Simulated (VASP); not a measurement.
# Hf in VASP: further runs

Hf is run at these levels: PBE; tasks: single point.

Everything below comes from runs of VASP 6.6.1. Logs are shortened: lines on timing, memory, paths and dates and some standing lists are left out, and cuts for length are marked.

## Step 1: The cell of the first run

The typed cell holds 4 atoms: a = 5.648 Å, b = 5.648 Å, c = 5.357 Å, α = 90.00°, β = 90.00°, γ = 147.27°.

## Step 2: Single point, PBE

INCAR

```
SYSTEM = Hf
  PREC = Accurate
  ENCUT = 520
  EDIFF = 1E-6
  ISMEAR = 0
  SIGMA = 0.1
  LREAL = .FALSE.
  LASPH = .TRUE.
  NELM = 100
  ALGO = Normal
  ISIF = 2
  LWAVE = .FALSE.
  LCHARG = .TRUE.
  GGA = PE
  LELF = .TRUE.
  LVHAR = .TRUE.
  NBANDS = 28
```

KPOINTS

```
regular mesh
0
G
  6 6 4
  0 0 0
```

POSCAR

```
Hf
1.0
    1.5914019997     -5.4188143114      0.0000000000
    1.5914019997      5.4188143114      0.0000000000
    0.0000000000      0.0000000000      5.3569310197
Hf
4
Direct
    0.1354860282      0.8645139718      0.9999618416
    0.6354860282      0.3645139718      0.5000381584
    0.8645139718      0.1354860282      0.0000381584
    0.3645139718      0.6354860282      0.4999618416
```

Potentials or basis: VASP PAW PBE potentials, release 64 (Hf_pv).

Launch:

```sh
$ cat potpaw_PBE.64/Hf_pv/POTCAR > POTCAR
$ mpirun -np 1 vasp_std > vasp.out
```

OUTCAR:

```text
SYSTEM = Hf
   PREC = Accurate
   ENCUT = 520
   EDIFF = 1E-6
   ISMEAR = 0
   LREAL = .FALSE.
   LASPH = .TRUE.
   NELM = 100
   ISIF = 2
   GGA = PE

 ion  position               nearest neighbor table
   1  0.135  0.865  1.000-   3 2.94   3 2.95   3 2.95   2 3.12   2 3.12   2 3.12   2 3.12   4 3.65
                             4 3.65
   2  0.635  0.365  0.500-   4 2.94   4 2.95   4 2.95   1 3.12   1 3.12   1 3.12   1 3.12   3 3.65
                             3 3.65
   3  0.865  0.135  0.000-   1 2.94   1 2.95   1 2.95   4 3.12   4 3.12   4 3.12   4 3.12   2 3.65
                             2 3.65
   4  0.365  0.635  0.500-   2 2.94   2 2.95   2 2.95   3 3.12   3 3.12   3 3.12   3 3.12   1 3.65
                             1 3.65

  LATTYP: Found a base centered orthorhombic cell.
 ALAT       =     3.1828039994
 B/A-ratio  =     3.4050568696
 C/A-ratio  =     1.6830854243

  Lattice vectors:

 A1 = (   1.5914019997,  -5.4188143114,   0.0000000000)
 A2 = (   1.5914019997,   5.4188143114,   0.0000000000)
 A3 = (   0.0000000000,   0.0000000000,   5.3569310197)

Analysis of symmetry for initial positions (statically):
=====================================================================
 Subroutine PRICEL returns:
 Original cell was already a primitive cell.

 Routine SETGRP: Setting up the symmetry group for a
 base centered orthorhombic supercell.

 Subroutine GETGRP returns: Found  8 space group operations
 (whereof  4 operations were pure point group operations)
 out of a pool of  8 trial point group operations.

The static configuration has the point symmetry C_2h.
 The point group associated with its full space group is D_2h.

Analysis of symmetry for dynamics (positions and initial velocities):
=====================================================================
 Subroutine PRICEL returns:
 Original cell was already a primitive cell.

 Routine SETGRP: Setting up the symmetry group for a
 base centered orthorhombic supercell.

 Subroutine GETGRP returns: Found  8 space group operations
 (whereof  4 operations were pure point group operations)
 out of a pool of  8 trial point group operations.

The dynamic configuration has the point symmetry C_2h.
 The point group associated with its full space group is D_2h.

 Subroutine INISYM returns: Found  8 space group operations
 (whereof  4 operations are pure point group operations),
 and found     1 'primitive' translations

----------------------------------------------------------------------------------------

                                     Primitive cell

  volume of cell :      92.3911

  direct lattice vectors                    reciprocal lattice vectors
     1.591402000 -5.418814311  0.000000000     0.314188370 -0.092271108  0.000000000
     1.591402000  5.418814311  0.000000000     0.314188370  0.092271108  0.000000000
     0.000000000  0.000000000  5.356931020     0.000000000  0.000000000  0.186674048

  length of vectors
     5.647664019  5.647664019  5.356931020     0.327457309  0.327457309  0.186674048

  position of ions in fractional coordinates (direct lattice)
     0.135486028  0.864513972  0.999961842
     0.635486028  0.364513972  0.500038158
     0.864513972  0.135486028  0.000038158
     0.364513972  0.635486028  0.499961842

  ion indices of the primitive-cell ions
   primitive index   ion index
                 1           1
                 2           2
                 3           3
                 4           4

----------------------------------------------------------------------------------------

 KPOINTS: regular mesh

Automatic generation of k-mesh.
 Grid dimensions read from file:
 generate k-points for:    6    6    4

 Generating k-lattice:

  Cartesian coordinates                     Fractional coordinates (reciprocal lattice)
     0.052364728 -0.015378518  0.000000000     0.166666667  0.000000000  0.000000000
     0.052364728  0.015378518  0.000000000     0.000000000  0.166666667  0.000000000
     0.000000000  0.000000000  0.046668512     0.000000000  0.000000000  0.250000000

  Length of vectors
     0.054576218  0.054576218  0.046668512

  Shift w.r.t. Gamma in fractional coordinates (k-lattice)
     0.000000000  0.000000000  0.000000000

 Subroutine IBZKPT returns following result:
 ===========================================

 Found     39 irreducible k-points:

 Following reciprocal coordinates:
            Coordinates               Weight
  0.000000  0.000000  0.000000      1.000000
  0.166667 -0.000000  0.000000      4.000000
  0.333333  0.000000  0.000000      4.000000
  0.500000 -0.000000  0.000000      2.000000
  0.166667  0.166667  0.000000      2.000000
  0.333333  0.166667  0.000000      4.000000
[... 16 lines left out ...]
  0.333333  0.333333  0.250000      4.000000
  0.500000  0.333333  0.250000      8.000000
 [... further k-points ...]
   k-points           NKPTS =     39   k-points in BZ     NKDIM =     39   number of bands    NBANDS=     28
   number of dos      NEDOS =    301   number of ions     NIONS =      4
   total plane-waves  NPLWV =  70560
   dimension x,y,z NGX =    42 NGY =   42 NGZ =   40
   dimension x,y,z NGXF=    84 NGYF=   84 NGZF=   80
   ions per type =               4
   NGX,Y,Z   is equivalent  to a cutoff of  12.36, 12.36, 12.41 a.u.
   NGXF,Y,Z  is equivalent  to a cutoff of  24.73, 24.73, 24.83 a.u.
 SYSTEM =  Hf
   PREC   = accura    normal or accurate (medium, high low for compatibility)
   ISTART =      0    job   : 0-new  1-cont  2-samecut
   ICHARG =      2    charge: 1-file 2-atom 10-const
   ISPIN  =      1    spin polarized calculation?
   LNONCOLLINEAR =      F non collinear calculations
   LSORBIT =      F    spin-orbit coupling
   LASPH  =      T    aspherical Exc in radial PAW
   ENCUT  =  520.0 eV  38.22 Ry    6.18 a.u.  10.50 10.50  9.96*2*pi/ulx,y,z
   NELM   =    100;   NELMIN=  2; NELMDL= -5     # of ELM steps
   EDIFF  = 0.1E-05   stopping-criterion for ELM
   LREAL  =      F    real-space projection
   EDIFFG = 0.1E-04   stopping-criterion for IOM
   NSW    =      0    number of steps for IOM
   IBRION =     -1    ionic relax: 0-MD 1-quasi-New 2-CG
   NFREE  =      0    steps in history (QN), initial steepest desc. (CG)
   ISIF   =      2    stress and relaxation
   ISYM   =      2    0-nonsym 1-usesym 2-fastsym
   POTIM  = 0.5000    time-step for ionic-motion
   TEBEG  =    0.0;   TEEND  =   0.0 temperature during run
   PSTRESS=    0.0 pullay stress
   NELECT =      40.0000    total number of electrons
   NUPDOWN=      -1.0000    fix difference up-down
   EMIN   =  10.00;   EMAX   =-10.00  energy-range for DOS
   EFERMI =   0.00;   METHOD = LEGACY
   ISMEAR =     0;   SIGMA  =   0.10  broadening in eV -4-tet -1-fermi 0-gaus
   EFERMI_NEDOS =   21; number of points for ismear=-14 and -15
   IALGO  =     38    algorithm
   IMIX   =      4    mixing-type and parameters
     AMIX     =   0.40;   BMIX     =  1.00
     AMIX_MAG =   1.60;   BMIX_MAG =  1.00
  volume/ion in A,a.u.               =      23.10       155.87
  Fermi-wavevector in a.u.,A,eV,Ry     =   1.238468  2.340365 20.868653  1.533803
  Thomas-Fermi vector in A             =   2.372992
   LORBIT       =      0    0 simple, 1 ext, 2 COOP (PROOUT), +10 PAW based schemes
   GGA     = PE    functional components
   LHFCALC =     F    Hartree Fock is set to
   AEXX    =    0.0000 exact exchange contribution
   IVDW    =     0    specifies the selected vdW correction
   LEPSILON=     F    determine dielectric tensor
   LRPA    =     F    only Hartree local field effects (RPA)
 non-spin polarized calculation
 Gauss-broadening in eV      SIGMA  =   0.10
  energy-cutoff  :      520.00
  volume of cell :       92.39
 maximum number of plane-waves:      2506
 NGX is ok and might be reduce to    42

 number of electron      40.0000001 magnetization

 Free energy of the ion-electron system (eV)
  ---------------------------------------------------
  ext. energy  EPLUGINS =         0.00000000
  ---------------------------------------------------
  free energy    TOTEN  =       -38.67894317 eV

  energy without entropy =      -38.65001466  energy(sigma->0) =      -38.66447892

 E-fermi :   4.4031     XC(G=0): -11.1012

 val. band max:        4.3998665830   @ k =   0.1667   0.1667   0.2500
 cond. band min:       4.4140597031   @ k =   0.1667   0.1667   0.0000
 fundamental gap:      0.0141931200
 Fermi energy:         4.4030562232

 k-point     1 :       0.0000    0.0000    0.0000
  band No.  band energies     occupation
      1     -26.5678      2.00000
      2     -26.4117      2.00000
      3     -26.3805      2.00000
      4     -26.1825      2.00000
      5     -25.8892      2.00000
      6     -25.7569      2.00000
[... 20 lines left out ...]
     27       7.8507      0.00000
     28       7.8972      0.00000

 k-point     2 :       0.1667   -0.0000    0.0000
  band No.  band energies     occupation
      1     -26.5118      2.00000
      2     -26.3790      2.00000
      3     -26.3167      2.00000
      4     -26.1372      2.00000
      5     -25.9949      2.00000
      6     -25.8523      2.00000
[... 20 lines left out ...]
     27       7.1937      0.00000
     28       7.4568      0.00000

 k-point     3 :       0.3333    0.0000    0.0000
  band No.  band energies     occupation
      1     -26.3986      2.00000
      2     -26.3397      2.00000
      3     -26.1848      2.00000
      4     -26.1487      2.00000
      5     -26.1040      2.00000
      6     -26.0181      2.00000
[... 20 lines left out ...]
     27       7.4540      0.00000
     28       7.5708      0.00000

 k-point     4 :       0.5000   -0.0000    0.0000
  band No.  band energies     occupation
      1     -26.3511      2.00000
      2     -26.3511      2.00000
      3     -26.2517      2.00000
      4     -26.2517      2.00000
      5     -25.9466      2.00000
      6     -25.9466      2.00000
[... 20 lines left out ...]
     27       7.4456      0.00000
     28       7.4456      0.00000

 k-point     5 :       0.1667    0.1667    0.0000
  band No.  band energies     occupation
      1     -26.4386      2.00000
      2     -26.3724      2.00000
      3     -26.1637      2.00000
      4     -26.1575      2.00000
      5     -26.0771      2.00000
      6     -26.0090      2.00000
[... 20 lines left out ...]
     27       6.9759      0.00000
     28       7.9674      0.00000

 k-point     6 :       0.3333    0.1667    0.0000
  band No.  band energies     occupation
      1     -26.3776      2.00000
      2     -26.3587      2.00000
      3     -26.2301      2.00000
      4     -26.2087      2.00000
      5     -25.9826      2.00000
      6     -25.9545      2.00000
[... 463 lines left out ...]
      5     -25.9499      2.00000
      6     -25.9420      2.00000
[... 20 lines left out ...]
     27       7.2925      0.00000
     28       7.7435      0.00000

 k-point    22 :      -0.1667    0.1667    0.2500
  band No.  band energies     occupation
      1     -26.4845      2.00000
      2     -26.3800      2.00000
      3     -26.2643      2.00000
      4     -26.1044      2.00000
      5     -25.8756      2.00000
      6     -25.7465      2.00000
[... 20 lines left out ...]
     27       7.3243      0.00000
     28       7.4065      0.00000

 k-point    23 :       0.3333    0.3333    0.2500
  band No.  band energies     occupation
      1     -26.3275      2.00000
      2     -26.2785      2.00000
      3     -26.2265      2.00000
      4     -26.1717      2.00000
      5     -26.0145      2.00000
      6     -25.9693      2.00000
[... 20 lines left out ...]
     27       7.2283      0.00000
     28       7.3272      0.00000

 k-point    24 :       0.5000    0.3333    0.2500
  band No.  band energies     occupation
      1     -26.2107      2.00000
      2     -26.2009      2.00000
      3     -26.1825      2.00000
      4     -26.0863      2.00000
      5     -26.0172      2.00000
      6     -25.9824      2.00000
[... 20 lines left out ...]
     27       7.3375      0.00000
     28       7.5198      0.00000

 [... further k-points ...]
[... 5 lines left out ...]
  --------------------------------------------------------------------------------------
  -------------------------------------------------------------------------------------
  Total       -0.2766466     -0.3736520     -0.0104043      0.0000000      0.0000000      0.0000000
  in kB       -4.7973973     -6.4795925     -0.1804229      0.0000000      0.0000000      0.0000000
  external PRESSURE =      -3.8191376 kB  Pullay stress =       0.0000000 kB

 VOLUME and BASIS-vectors are now :
 -----------------------------------------------------------------------------
  energy-cutoff  :      520.00
  volume of cell :       92.39
      direct lattice vectors                 reciprocal lattice vectors
     1.591402000 -5.418814311  0.000000000     0.314188370 -0.092271108  0.000000000
     1.591402000  5.418814311  0.000000000     0.314188370  0.092271108  0.000000000
     0.000000000  0.000000000  5.356931020     0.000000000  0.000000000  0.186674048

 POSITION                                       TOTAL-FORCE (eV/Angst)
 -----------------------------------------------------------------------------------
      1.59140      3.95047      5.35673         0.000000     -0.015815      0.001851
      1.59140     -1.46835      2.67867         0.000000     -0.015815     -0.001851
      1.59140     -3.95047      0.00020         0.000000      0.015815     -0.001851
      1.59140      1.46835      2.67826         0.000000      0.015815      0.001851
 -----------------------------------------------------------------------------------
    total drift:                                0.000000     -0.000000      0.000000

  FREE ENERGIE OF THE ION-ELECTRON SYSTEM (eV)
  ---------------------------------------------------
  free  energy   TOTEN  =       -38.6789431689 eV

  energy  without entropy=      -38.6500146628  energy(sigma->0) =      -38.66447892
```

Wall time 51 s (1 thread of Intel Xeon 6975P-C (Granite Rapids), shared host); peak memory 0.28 GiB.

What came out:

* Free energy: -38.6789 eV
* Pressure: -0.4 GPa
* Largest force: 0.016 eV/Å
* Band gap on the k mesh: zero (band 20 reaches 5.46 eV, above the bottom of band 21 at 3.93 eV)

Forces on the atoms (eV/Å):
```
Hf   0.000 -0.016  0.002
Hf   0.000 -0.016 -0.002
Hf   0.000  0.016 -0.002
Hf   0.000  0.016  0.002
```

Caveat: spin-orbit coupling is left out, which moves the levels of the heavy elements.

## Step 3: Single point, PBE

This run uses another cell than the first one: it holds 2 atoms, not 4.

INCAR

```
ALGO     = Normal         # electronic algorithm
EDIFF    = 1E-6           # SCF threshold, eV
ENCUT    = 520            # plane-wave cutoff, eV
GGA      = PE             # functional
ISIF     = 2              # what is computed and relaxed
ISMEAR   = 0              # smearing method
LASPH    = True           # aspherical terms in the spheres
LCHARG   = True           # write CHGCAR
LELF     = True           # ELF
LREAL    = False          # projectors in reciprocal space
LVHAR    = True         
LWAVE    = False          # write WAVECAR
NBANDS   = 17             # bands
NELM     = 100            # most SCF steps
PREC     = Accurate       # precision mode
SIGMA    = 0.1            # smearing width, eV
```

KPOINTS

```
k-points
0
Gamma
  20 20 20
```

POSCAR

```
Hf
1.0
    0.0000000000      2.6701956203      5.3907953670
    1.5994453298      0.0000000000      5.3907953670
    1.5994453298      2.6701956203      0.0000000000
Hf
2
Direct
    0.8642116083      0.8642116083      0.1357883917
    0.1357883917      0.1357883917      0.8642116083
```

Potentials or basis: VASP PAW PBE potentials, release 64 (Hf_pv).

Launch:

```sh
$ cat potpaw_PBE.64/Hf_pv/POTCAR > POTCAR
$ mpirun -np 1 vasp_std > vasp.out
```

Wall time 5.5 min (1 thread of Intel Xeon 6975P-C (Granite Rapids), shared host); peak memory 0.82 GiB.

It converged, with:

```
Free energy            : -19.3419 eV
Pressure               : -0.4 GPa
Largest force          : 0.030 eV/Å
Band gap on the k mesh : zero (band 10 reaches 5.65 eV, above the bottom of band 11 at 3.54 eV)
```

Forces in eV/Å, atoms in the order of the input:
```
Hf   0.000  0.000 -0.030
Hf   0.000  0.000  0.030
```

Stress tensor (GPa, compression positive):
```
-0.41  0.00  0.00
 0.00 -0.30  0.00
 0.00  0.00 -0.50
```

Levels at points of the mesh, in eV from the Fermi level:
```
           k point  band 8  band 9  band 10  band 11  band 12  band 13
(0.00, 0.00, 0.00)   -3.34   -0.43     0.62     1.30     1.91     2.12
(0.50, 0.00, 0.00)   -2.59   -1.32    -0.83     0.62     1.86     2.89
(0.50, 0.50, 0.00)   -4.98   -1.20     0.95     1.26     2.25     2.36
(0.50, 0.00, 0.50)   -2.79   -1.90     0.43     0.83     2.16     3.63
(0.00, 0.50, 0.50)   -2.19   -1.72    -1.24     0.65     0.92     3.62
```

Caveat: spin-orbit coupling is left out, which moves the levels of the heavy elements.
